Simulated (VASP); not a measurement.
# ScTa2N3: relaxation of cell and atoms with PBE

Crystal: ScTa2N3.

```
Sc Ta N
1.0
     2.75103    0.00000    0.00000
     0.00000    2.75103    0.00000
     0.00000    0.00000    8.27871
Sc Ta N
1 2 3
Direct
  0.00000 0.00000 0.00000
  0.00000 0.00000 0.33396
  0.00000 0.00000 0.66604
  0.50000 0.50000 0.17957
  0.50000 0.50000 0.50000
  0.50000 0.50000 0.82043
```

The cell was generated, and may not be a known phase.

- Program: VASP 6.6.1
- Task: relaxation of cell and atoms
- Functional: PBE
- Potentials or basis: VASP PAW PBE potentials, release 64 (Sc_sv, Ta_pv, N)
- Cutoff: 600 eV
- k mesh: 14 × 14 × 6
- Occupations: gaussian, width 0.1 eV
- Spin: no spin polarisation
- Dipole correction: no
- Further INCAR settings: ALGO = Normal; EDIFF = 1e-07; IBRION = 2; EDIFFG = -0.01; NSW = 100; ISIF = 3

- Relaxed volume: 10.47 Å³/atom
- Relaxed cell: a = 2.753 Å, b = 2.753 Å, c = 8.292 Å, α = 90.00°, β = 90.00°, γ = 90.00°
- Space group after relaxing (to 0.1 Å): P4/mmm (No. 123)
- Energy gained by relaxing: 0.8 meV/atom
- Ionic steps: 7
- Pressure after relaxing: 0.0 GPa
- Band gap on the k mesh: zero (bands 24 and 25 overlap by 3.88 eV)

Step by step:
| step | energy change (eV) | largest force (eV/Å) | pressure (GPa) | volume (Å³) |
| --- | --- | --- | --- | --- |
| 1 | 0.0000 | 0.2414 | 0.49 | 62.65 |
| 2 | -0.0025 | 0.2268 | -0.66 | 62.94 |
| 3 | -0.0035 | 0.1009 | -0.27 | 62.84 |
| 4 | -0.0044 | 0.0480 | 0.34 | 62.73 |
| 5 | -0.0044 | 0.0458 | 0.41 | 62.72 |
| 6 | -0.0046 | 0.0287 | -0.24 | 62.90 |
| 7 | -0.0047 | 0.0011 | 0.00 | 62.83 |

Final structure:
```
CELL_PARAMETERS angstrom
2.75276 0.00000 0.00000
0.00000 2.75276 0.00000
0.00000 0.00000 8.29172
ATOMIC_POSITIONS crystal
Sc 0.00000 0.00000 0.00000
Ta 0.00000 0.00000 0.33343
Ta 0.00000 0.00000 0.66657
N 0.50000 0.50000 0.18148
N 0.50000 0.50000 0.50000
N 0.50000 0.50000 0.81852
```

Levels at points of the mesh, in eV from the Fermi level:
```tsv
k point	band 22	band 23	band 24	band 25	band 26	band 27
(0.00, 0.00, 0.00)	-2.38	-1.43	-1.42	-1.42	-0.74	2.48
(0.50, 0.00, 0.00)	-2.13	-1.49	-1.22	-0.03	2.30	2.50
(0.50, 0.50, 0.00)	-1.96	-0.67	1.94	2.03	2.03	3.17
(0.00, 0.00, 0.50)	-1.94	-1.76	-1.76	-0.72	-0.38	-0.36
(0.50, 0.00, 0.50)	-2.18	-2.04	-0.77	-0.12	1.93	1.98
(0.50, 0.50, 0.50)	-2.67	-1.15	0.23	2.80	2.80	3.25
```

It took 26 min on 1 thread of Intel(R) Xeon(R) Platinum 8488C (Sapphire Rapids) (shared host), peak memory 0.44 GiB.

Caveat: spin-orbit coupling is left out, which moves the levels of the heavy elements.
